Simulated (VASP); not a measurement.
Set up this calculation in VASP 6.6.1, as the native input.

```
Task                   : relaxation of cell and atoms
Functional             : PBE
Potentials or basis    : VASP PAW PBE potentials, release 64 (Se)
Cutoff                 : 500 eV
k mesh                 : 9 × 9 × 9
Occupations            : gaussian, width 0.1 eV
Spin                   : no spin polarisation
Target pressure        : 125 GPa
Dipole correction      : no
Further INCAR settings : ALGO = Normal; EDIFF = 1e-07; IBRION = 2; EDIFFG = -0.05; NSW = 80; ISIF = 3
```

The structure of Se lies in POSCAR:

```
Se
1.0
    1.9462290752      1.1236558805      0.9161464335
   -1.9462290752      1.1236558805      0.9161464335
    0.0000000000     -2.2473117609      0.9161464335
Se
1
Direct
    0.0000000000      0.0000000000      0.0000000000
```

The input as run:

INCAR

```
PREC = Accurate ; ENCUT = 500
EDIFF = 1E-7 ; ISMEAR = 0
SIGMA = 0.1 ; LREAL = F
LASPH = T ; NELM = 120
ALGO = Normal ; ISIF = 3
LWAVE = F ; LCHARG = F
GGA = PE ; IBRION = 2
NSW = 80 ; EDIFFG = -0.05
PSTRESS = 1250.0 ; GGA_COMPAT = F
NELMIN = 4
```

KPOINTS

```
Automatic mesh
0
Gamma
  9 9 9
```

Potentials or basis: VASP PAW PBE potentials, release 64 (Se).

Command:

```sh
$ cat potpaw_PBE.64/Se/POTCAR > POTCAR
$ mpirun -np 1 vasp_std > vasp.out
```

Results of the run:

```
Relaxed volume                                             : 12.06 Å³/atom
Relaxed cell                                               : a = 2.429 Å, b = 2.429 Å, c = 2.429 Å, α = 106.61°, β = 106.61°, γ = 106.61°
Space group after relaxing (to 0.1 Å)                      : R-3m (No. 166)
Energy change on relaxing (the run minimises the enthalpy) : -29.0 meV/atom
Ionic steps                                                : 3
Pressure after relaxing                                    : 124.8 GPa
Band gap on the k mesh                                     : zero (bands 3 and 4 overlap by 13.28 eV)
```

Caveat: the cell is relaxed towards a set pressure, so the run minimises the enthalpy, not the energy.

Wall time 18 s on 1 thread of AMD EPYC 7R43 64-Core Processor (Zen 3), on a shared host, peak memory 0.09 GiB.
